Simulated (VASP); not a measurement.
Wanted: the native input for a VASP 6.6.1 run.

| Item | Value |
| --- | --- |
| Task | single point |
| Functional | PBE |
| Potentials or basis | VASP PAW PBE potentials, release 64 (V_sv) |
| Cutoff | 520 eV |
| k mesh | 12 × 12 × 6 |
| Occupations | gaussian, width 0.1 eV |
| Spin | no spin polarisation |
| Dipole correction | no |
| Further INCAR settings | ALGO = Fast; EDIFF = 1e-07; NBANDS = 40 |

The structure of V lies in POSCAR:

```
V
1.0
    3.4563152402      0.0000000000      0.0000000000
    0.0000000000      3.4563152402      0.0000000000
    0.0000000000      0.0000000000      6.3905056686
V
5
Direct
    0.5000000000      0.0000000000      0.3021767740
    0.0000000000      0.5000000000      0.6978232260
    0.0000000000      0.5000000000      0.3021767740
    0.5000000000      0.0000000000      0.6978232260
    0.0000000000      0.0000000000      0.0000000000
```

These files were run (other wordings do the same):

INCAR

```
PREC = Accurate
ENCUT = 520
EDIFF = 1E-7
ISMEAR = 0
SIGMA = 0.1
LREAL = F
LASPH = T
NELM = 100
ALGO = Fast
ISIF = 2
LWAVE = F
LCHARG = T
GGA = PE
LELF = T
LVHAR = T
NBANDS = 40
```

KPOINTS

```
regular mesh
0
Gamma
  12 12 6
```

Potentials or basis: VASP PAW PBE potentials, release 64 (V_sv).

Launch:

```console
$ cat potpaw_PBE.64/V_sv/POTCAR > POTCAR
$ mpirun -np 1 vasp_std > vasp.out
```

It gave:

```yaml
Pressure: 0.2 GPa
Band_gap_on_the_k_mesh: zero (an odd number of electrons rules out a gap without spin polarisation)
```

Run time: 3.4 min on 1 thread of Intel(R) Xeon(R) 6975P-C (Granite Rapids), with other jobs on the host, peak memory 0.35 GiB.
